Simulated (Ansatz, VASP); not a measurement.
**Sb2Se3: VASP beside Ansatz**

```
Sb Se
1.0
    11.84795    0.00000    0.00000
     0.00000    3.98824    0.00000
     0.00000    0.00000   11.69696
Sb Se
8 12
Direct
  0.02557 0.25000 0.32835
  0.97443 0.75000 0.67165
  0.47443 0.75000 0.82835
  0.52557 0.25000 0.17165
  0.14878 0.75000 0.03905
  0.85122 0.25000 0.96095
  0.35122 0.25000 0.53905
  0.64878 0.75000 0.46095
  0.05538 0.25000 0.86894
  0.94462 0.75000 0.13106
  0.44462 0.75000 0.36894
  0.55538 0.25000 0.63106
  0.12890 0.75000 0.44750
  0.87110 0.25000 0.55250
  0.37110 0.25000 0.94750
  0.62890 0.75000 0.05250
  0.21516 0.25000 0.19575
  0.78484 0.75000 0.80425
  0.28484 0.75000 0.69575
  0.71516 0.25000 0.30425
```

Change from the starting cell: volume scaled by 1.02.

Alike in both runs: task electric field gradients; functional PBE; k mesh 3 × 7 × 3; occupations fermi-dirac, width 0.02 eV; no spin polarisation.

|  | VASP | Ansatz |
| --- | --- | --- |
| version | VASP 6.6.1 | Ansatz 0.2.0 |
| potentials or method | VASP PAW PBE potentials, release 64 (Sb, Se) | plane-wave PAW, scalar-relativistic |
| plane-wave cutoff (eV) | 520 | 420 |
| valence electrons in the cell | 112 | 312 |

Ansatz gave:

```
gap on the k mesh at the Fermi level (eV)                     : 0.93
pressure (GPa)                                                : 0.6
traceless stress, the component that is largest in VASP (GPa) : -0.59
rms of the force components (eV/Å)                            : 0.077
size of Vzz on the site where it differs most (V/Å²)          : 266.3
```

Task: What did VASP give for the same quantities?

Result: gap on the k mesh at the Fermi level (eV): 0.91; pressure (GPa): 0.6; traceless stress, the component that is largest in VASP (GPa): -0.60; rms of the force components (eV/Å): 0.066; size of Vzz on the site where it differs most (V/Å²): 257.0.

Atom by atom the forces differ by 0.013 eV/Å (rms over components). With one functional, cell and mesh, what is left measures potentials, basis and numerics. VASP's potentials hold 112 valence electrons a cell and Ansatz's 312, so a difference there can come from the potentials and not from the codes.

Neither program's run includes spin-orbit coupling.
